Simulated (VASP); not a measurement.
Here is a VASP 6.6.1 calculation.

INCAR

```
SYSTEM = Ti
PREC = Accurate
ENCUT = 520
EDIFF = 1E-6
ISMEAR = -1
SIGMA = 0.05
LREAL = .False.
LASPH = .True.
NELM = 60
ALGO = Normal
ISIF = 2
LWAVE = .False.
LCHARG = .False.
GGA = PE
NBANDS = 12
```

The input KPOINTS:

```
regular mesh
0
Gamma
  14 14 14
  0 0 0
```

File POSCAR:

```
Ti
1.0
   -1.6545625985      1.6545625985      1.6545625985
    1.6545625985     -1.6545625985      1.6545625985
    1.6545625985      1.6545625985     -1.6545625985
Ti
1
Direct
    0.0000000000      0.0000000000      0.0000000000
```

Potentials or basis: VASP PAW PBE potentials, release 64 (Ti_sv).

Command:

```sh
$ cat potpaw_PBE.64/Ti_sv/POTCAR > POTCAR
$ mpirun -np 1 vasp_std > vasp.out
```

Q: What does it give for the band gap on the k mesh?

A: Zero (band 6 reaches 8.60 eV, above the bottom of band 7 at 7.01 eV).

Q: Predict the pressure.

A: -4.9 GPa.
